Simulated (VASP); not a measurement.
AlNi: single point with PBE

Crystal: AlNi.

```
CELL_PARAMETERS angstrom
2.90008 0.00000 0.00000
0.00000 2.90008 0.00000
0.00000 0.00000 2.90008
ATOMIC_POSITIONS crystal
Al 0.00000 0.00000 0.00000
Ni 0.50000 0.50000 0.50000
```

| Quantity | Value |
| --- | --- |
| Program | VASP 6.6.1 |
| Task | single point |
| Functional | PBE |
| Potentials or basis | VASP PAW PBE potentials, release 64 (Al, Ni) |
| Cutoff | 600 eV |
| k mesh | 14 × 14 × 14 |
| Occupations | fermi-dirac, width 0.03 eV |
| Spin | collinear spin, ferromagnetic start |
| Starting moments | [0.0, 1.5] μB |
| Dipole correction | no |
| Further INCAR settings | ALGO = Normal; EDIFF = 1e-06; NBANDS = 18 |

- Pressure: -0.9 GPa
- Net moment: 0.00 μB per cell
- Valence electrons inside the program's atomic spheres: Al 0.79; Ni 9.43

Levels at points of the mesh, in eV from the Fermi level:
Spin up:
```tsv
k point	band 4	band 5	band 6	band 7	band 8	band 9	band 10	band 11
(0.00, 0.00, 0.00)	-1.47	-1.47	-1.47	5.45	5.45	5.45	8.10	8.10
(0.50, 0.00, 0.00)	-2.15	-2.15	-1.38	-0.60	8.29	9.96	9.96	10.72
(0.50, 0.50, 0.00)	-2.80	-1.98	-1.98	-0.95	1.48	2.41	12.09	15.01
(0.50, 0.50, 0.50)	-0.92	-0.92	2.06	2.06	2.06	3.55	4.39	4.39
```
Spin down:
```tsv
k point	band 5	band 6	band 7	band 8	band 9	band 10
(0.00, 0.00, 0.00)	-1.47	-1.47	5.45	5.45	5.45	8.10
(0.50, 0.00, 0.00)	-2.15	-1.38	-0.60	8.29	9.96	9.96
(0.50, 0.50, 0.00)	-1.98	-1.98	-0.95	1.48	2.41	12.09
(0.50, 0.50, 0.50)	-0.93	2.06	2.06	2.06	3.55	4.39
```

It took 2.1 min on 1 thread of AMD EPYC 7R13 (shared host), peak memory 0.19 GiB.
